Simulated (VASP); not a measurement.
A run of VASP 6.6.1 is set up as follows.

INCAR

```
SYSTEM = TiCo2
PREC     = Accurate       ! precision mode
ENCUT    = 520            ! plane-wave cutoff, eV
EDIFF    = 1E-7           ! SCF threshold, eV
ISMEAR   = 0              ! smearing method
SIGMA    = 0.1            ! smearing width, eV
LREAL    = .False.        ! projectors in reciprocal space
LASPH    = .True.         ! aspherical terms in the spheres
NELM     = 150            ! most SCF steps
ALGO     = Normal         ! electronic algorithm
ISIF     = 2              ! what is computed and relaxed
LWAVE    = .False.        ! write WAVECAR
LCHARG   = .False.        ! write CHGCAR
ISPIN    = 2              ! spin polarisation
MAGMOM   = -0.31 -0.31 0.82 0.82 0.82 0.82 ! initial moments
LORBIT   = 11             ! projections on sites
LMAXMIX  = 4              ! l up to which the mixer works
GGA      = CA             ! functional
NBANDS   = 43             ! bands
```

KPOINTS

```
regular mesh
0
Gamma
  10 10 10
  0 0 0
```

Contents of POSCAR:

```
TiCo2
1.0
    0.0000000000      3.2435264765      3.2435264765
    3.2435264765      0.0000000000      3.2435264765
    3.2435264765      3.2435264765      0.0000000000
Ti Co
2 4
Direct
    0.5000000000      0.5000000000      0.5000000000
    0.7500000000      0.7500000000      0.7500000000
    0.1250000000      0.1250000000      0.1250000000
    0.6250000000      0.1250000000      0.1250000000
    0.1250000000      0.1250000000      0.6250000000
    0.1250000000      0.6250000000      0.1250000000
```

Potentials or basis: VASP PAW LDA potentials, release 64 (Ti_sv, Co).

Run with:

```console
$ cat potpaw_LDA.64/Ti_sv/POTCAR potpaw_LDA.64/Co/POTCAR > POTCAR
$ mpirun -np 1 vasp_std > vasp.out
```

(1) Estimate the band gap on the k mesh.

(2) Predict the pressure.

(3) Predict the net moment.

Results:

(1) zero (filled and empty bands overlap).

(2) -0.5 GPa.

(3) 0.00 μB per cell.
